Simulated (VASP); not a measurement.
# Si7N8O2 in VASP: notebook

The runs below take Si7N8O2 through single point, with PBE.

Program: VASP 6.6.1. These are calculated values, not measurements. Logs are shortened: lines on timing, memory, paths and dates and some standing lists are left out, and cuts for length are marked.

### 1 The cell of the first run

The cell holds a disordered packing, 17 atoms: a = 5.840 Å, b = 6.038 Å, c = 5.822 Å, α = 88.10°, β = 87.88°, γ = 88.77°.

### 2 Single point, PBE

The input, INCAR:

```
SYSTEM = Si7N8O2
  ALGO = Normal
  EDIFF = 1E-6
  ENCUT = 520
  GGA = PE
  GGA_COMPAT = .False.
  ISIF = 2
  ISMEAR = -1
  ISYM = -1
  LASPH = .True.
  LCHARG = .False.
  LREAL = Auto
  LWAVE = .False.
  NBANDS = 54
  NELM = 120
  PREC = Accurate
  SIGMA = 0.05
```

The input, KPOINTS:

```
explicit points
1
Reciprocal
  0.25000000   0.25000000   0.25000000 1
```

The input, POSCAR:

```
Si7N8O2
1.0
    5.8386290000      0.0627810000      0.1075870000
    0.0627810000      6.0367170000      0.0979630000
    0.1075870000      0.0979630000      5.8205090000
Si N O
7 8 2
Direct
    0.9011266555      0.5949044889      0.0968153916
    0.3554472451      0.3726713736      0.6206021658
    0.5662189663     -0.0183297310      0.7834244111
    0.4987480780      0.0313879562      0.3496002381
    0.1531381003      0.9129050170      1.0441350433
    1.0276794452      0.6193554768      0.5457930107
    0.9689426541      0.2645416361      0.2743466378
    1.0013105386      0.7574555171      0.8386648639
    0.5064394976      0.8209581394      0.5606633667
    0.0244272515      0.7818969730      0.2796533726
    0.5834741422      0.2567697077      0.7460352413
    0.2398723166      0.1950845844      0.4134229130
    0.3973171905      0.4689307404      0.0374616676
    0.4411345420      0.9228262195      0.0587814284
    0.5509161902      0.5448550184      0.1294506971
    0.0636322623      0.1725023475      1.0157635953
    0.7242573289      0.1603522699      0.3062087418
```

Potentials or basis: VASP PAW PBE potentials, release 64 (Si, N, O).

Started as:

```console
cat potpaw_PBE.64/Si/POTCAR potpaw_PBE.64/N/POTCAR potpaw_PBE.64/O/POTCAR > POTCAR
mpirun -np 1 vasp_std > vasp.out
```

OUTCAR:

```text
SYSTEM = Si7N8O2
   EDIFF = 1E-6
   ENCUT = 520
   GGA = PE
   ISIF = 2
   ISMEAR = -1
   ISYM = -1
   LASPH = .True.
   LREAL = Auto
   NELM = 120
   PREC = Accurate

 ion  position               nearest neighbor table
   1  0.901  0.595  0.097-  10 1.76   8 1.85  15 2.07   7 2.25   5 2.45   6 2.75
   2  0.355  0.373  0.621-  11 1.67  12 1.80   6 2.44   4 2.74   3 2.79
   3  0.566  0.982  0.783-  11 1.67   9 1.70  14 1.77   4 2.58   2 2.79   5 2.83
   4  0.499  0.031  0.350-  17 1.55   9 1.74  12 1.82  14 1.88   3 2.58   2 2.74   5 2.86   7 3.12

   5  0.153  0.913  0.044-  16 1.65  14 1.69  10 1.72   8 1.81   1 2.45   7 2.73   3 2.83   4 2.86

   6  0.028  0.619  0.546-  10 1.81   8 1.92   2 2.44   7 2.74   1 2.75
   7  0.969  0.265  0.274-  17 1.58  16 1.69  12 1.84   1 2.25   5 2.73   6 2.74   4 3.12
   8  0.001  0.757  0.839-   5 1.81   1 1.85   6 1.92
   9  0.506  0.821  0.561-   3 1.70   4 1.74
  10  0.024  0.782  0.280-   5 1.72   1 1.76   6 1.81
  11  0.583  0.257  0.746-   2 1.67   3 1.67
  12  0.240  0.195  0.413-   2 1.80   4 1.82   7 1.84
  13  0.397  0.469  0.037-  15 1.17
  14  0.441  0.923  0.059-   5 1.69   3 1.77   4 1.88
  15  0.551  0.545  0.129-  13 1.17   1 2.07
  16  0.064  0.173  0.016-   5 1.65   7 1.69
  17  0.724  0.160  0.306-   4 1.55   7 1.58

IMPORTANT INFORMATION: All symmetrisations will be switched off!
NOSYMM: (Re-)initialisation of all symmetry stuff for point group C_1.

----------------------------------------------------------------------------------------

                                     Primitive cell

  volume of cell :     205.0030

  direct lattice vectors                    reciprocal lattice vectors
     5.838629000  0.062781000  0.107587000     0.171349524 -0.001731086 -0.003138110
     0.062781000  6.036717000  0.097963000    -0.001731086  0.165715698 -0.002757107
     0.107587000  0.097963000  5.820509000    -0.003138110 -0.002757107  0.171910689

  length of vectors
     5.839957621  6.037838218  5.822327432     0.171387000  0.165747673  0.171961433

  position of ions in fractional coordinates (direct lattice)
     0.901126656  0.594904489  0.096815392
     0.355447245  0.372671374  0.620602166
     0.566218966  0.981670269  0.783424411
     0.498748078  0.031387956  0.349600238
     0.153138100  0.912905017  0.044135043
     0.027679445  0.619355477  0.545793011
[... 9 lines left out ...]
     0.063632262  0.172502348  0.015763595
     0.724257329  0.160352270  0.306208742

  ion indices of the primitive-cell ions
   primitive index   ion index
                 1           1
                 2           2
                 3           3
                 4           4
                 5           5
                 6           6
[... 9 lines left out ...]
                16          16
                17          17

----------------------------------------------------------------------------------------

 KPOINTS: explicit points

Read explicit list of k-points.

 Found      1 k-points:

 Following reciprocal coordinates:
            Coordinates               Weight
  0.250000  0.250000  0.250000      1.000000
   k-points           NKPTS =      1   k-points in BZ     NKDIM =      1   number of bands    NBANDS=     54
   number of dos      NEDOS =    301   number of ions     NIONS =     17
   total plane-waves  NPLWV = 110592
   dimension x,y,z NGX =    48 NGY =   48 NGZ =   48
   dimension x,y,z NGXF=    96 NGYF=   96 NGZF=   96
   ions per type =               7   8   2
   NGX,Y,Z   is equivalent  to a cutoff of  13.66, 13.22, 13.71 a.u.
   NGXF,Y,Z  is equivalent  to a cutoff of  27.33, 26.43, 27.41 a.u.
 SYSTEM =  Si7N8O2
   PREC   = accura    normal or accurate (medium, high low for compatibility)
   ISTART =      0    job   : 0-new  1-cont  2-samecut
   ICHARG =      2    charge: 1-file 2-atom 10-const
   ISPIN  =      1    spin polarized calculation?
   LNONCOLLINEAR =      F non collinear calculations
   LSORBIT =      F    spin-orbit coupling
   LASPH  =      T    aspherical Exc in radial PAW
   ENCUT  =  520.0 eV  38.22 Ry    6.18 a.u.  10.86 11.23 10.83*2*pi/ulx,y,z
   NELM   =    120;   NELMIN=  2; NELMDL= -5     # of ELM steps
   EDIFF  = 0.1E-05   stopping-criterion for ELM
   LREAL  =      T    real-space projection
   EDIFFG = 0.1E-04   stopping-criterion for IOM
   NSW    =      0    number of steps for IOM
   IBRION =     -1    ionic relax: 0-MD 1-quasi-New 2-CG
   NFREE  =      0    steps in history (QN), initial steepest desc. (CG)
   ISIF   =      2    stress and relaxation
   ISYM   =     -1    0-nonsym 1-usesym 2-fastsym
   POTIM  = 0.5000    time-step for ionic-motion
   TEBEG  =    0.0;   TEEND  =   0.0 temperature during run
   PSTRESS=    0.0 pullay stress
   NELECT =      80.0000    total number of electrons
   NUPDOWN=      -1.0000    fix difference up-down
   EMIN   =  10.00;   EMAX   =-10.00  energy-range for DOS
   EFERMI =   0.00;   METHOD = LEGACY
   ISMEAR =    -1;   SIGMA  =   0.05  broadening in eV -4-tet -1-fermi 0-gaus
   EFERMI_NEDOS =   21; number of points for ismear=-14 and -15
   IALGO  =     38    algorithm
   IMIX   =      4    mixing-type and parameters
     AMIX     =   0.40;   BMIX     =  1.00
     AMIX_MAG =   1.60;   BMIX_MAG =  1.00
  volume/ion in A,a.u.               =      12.06        81.38
  Fermi-wavevector in a.u.,A,eV,Ry     =   1.196331  2.260738 19.472770  1.431208
  Thomas-Fermi vector in A             =   2.332274
   LORBIT       =      0    0 simple, 1 ext, 2 COOP (PROOUT), +10 PAW based schemes
   GGA     = PE    functional components
   LHFCALC =     F    Hartree Fock is set to
   AEXX    =    0.0000 exact exchange contribution
   IVDW    =     0    specifies the selected vdW correction
   LEPSILON=     F    determine dielectric tensor
   LRPA    =     F    only Hartree local field effects (RPA)
 non-spin polarized calculation
  energy-cutoff  :      520.00
  volume of cell :      205.00
 maximum number of plane-waves:      5522
 NGX is ok and might be reduce to    48
   NGX = 21   NGY = 23   NGZ = 21

 number of electron      80.0000002 magnetization

 Free energy of the ion-electron system (eV)
  ---------------------------------------------------
  ext. energy  EPLUGINS =         0.00000000
  ---------------------------------------------------
  free energy    TOTEN  =      -121.73824688 eV

  energy without entropy =     -121.73824595  energy(sigma->0) =     -121.73824641

 E-fermi :   6.1540     XC(G=0): -10.1917

 val. band max:        5.4008270745   @ k =   0.2500   0.2500   0.2500
 cond. band min:       6.9071148781   @ k =   0.2500   0.2500   0.2500
 fundamental gap:      1.5062878036
 Fermi energy:         6.1539595165

 k-point     1 :       0.2500    0.2500    0.2500
  band No.  band energies     occupation
      1     -16.9659      2.00000
      2     -15.7227      2.00000
      3     -14.4834      2.00000
      4     -11.7969      2.00000
      5     -11.0015      2.00000
      6     -10.2986      2.00000
[... 44 lines left out ...]
     51      11.4757      0.00000
     52      11.6233      0.00000
 [bands above 52 left out]

------------------------ aborting loop because EDIFF is reached ----------------------------------------

  FORCE on cell =-STRESS in cart. coord.  units (eV):
  Direction    XX          YY          ZZ          XY          YZ          ZX
  --------------------------------------------------------------------------------------
  -------------------------------------------------------------------------------------
  Total        0.3330840     14.8058844     -9.0779108      1.1128768     -2.6983314     -9.0588005
  in kB        2.6031794    115.7136758    -70.9473610      8.6975598    -21.0884970    -70.7980067
  external PRESSURE =      15.7898314 kB  Pullay stress =       0.0000000 kB

 VOLUME and BASIS-vectors are now :
 -----------------------------------------------------------------------------
  energy-cutoff  :      520.00
  volume of cell :      205.00
      direct lattice vectors                 reciprocal lattice vectors
     5.838629000  0.062781000  0.107587000     0.171349524 -0.001731086 -0.003138110
     0.062781000  6.036717000  0.097963000    -0.001731086  0.165715698 -0.002757107
     0.107587000  0.097963000  5.820509000    -0.003138110 -0.002757107  0.171910689

 POSITION                                       TOTAL-FORCE (eV/Angst)
 -----------------------------------------------------------------------------------
      5.30911      3.65733      0.71874        -0.108551      0.626789     -1.038497
      2.16549      2.33282      3.68697        -1.309688      0.172576     -0.356209
      3.45186      6.03836      4.71701        -0.191485     -0.414605      0.907740
      2.95159      0.25504      2.09159        -3.685566     -2.695291     -0.868867
      0.95618      5.52489      0.36279        -0.814438      0.597524     -1.406297
      0.25921      3.79408      3.24044         0.024837      0.466910      1.256142
[... 9 lines left out ...]
      0.38405      1.04689      0.11550        -0.723815     -0.806498     -0.489896
      4.27168      1.04347      1.87592         0.697915      0.378657      0.046523
 -----------------------------------------------------------------------------------
    total drift:                                0.002340     -0.003349     -0.006164

  FREE ENERGIE OF THE ION-ELECTRON SYSTEM (eV)
  ---------------------------------------------------
  free  energy   TOTEN  =      -121.7382468762 eV

  energy  without entropy=     -121.7382459531  energy(sigma->0) =     -121.73824641
```

Run time: 72 s. Hardware: 1 thread of Intel Xeon 8259CL, shared host; peak memory 0.32 GiB.

What came out:

* Free energy: -121.7382 eV
* Pressure: 1.6 GPa
* Largest force: 4.648 eV/Å

Forces on the atoms (eV/Å):
```
Si  -0.109  0.627 -1.038
Si  -1.310  0.173 -0.356
Si  -0.191 -0.415  0.908
Si  -3.686 -2.695 -0.869
Si  -0.814  0.598 -1.406
Si   0.025  0.467  1.256
Si   3.390  0.882  0.186
N   -0.547 -0.506  0.052
N    0.630  1.027  0.038
N   -0.252 -0.574  0.782
N    0.333 -0.175 -0.313
N    0.714  0.220  0.684
N    2.528  1.327  1.443
N    1.591  0.598  0.267
N   -2.277 -1.124 -1.190
O   -0.724 -0.806 -0.490
O    0.698  0.379  0.047
```

Stress tensor (GPa, compression positive):
```
 0.26  0.87 -7.08
 0.87 11.57 -2.11
-7.08 -2.11 -7.09
```

Caveat: the standard files for N, O and F lose accuracy on very short bonds; the atoms stand as in a frame of molecular dynamics.

(Continued in part 2 of 2.)
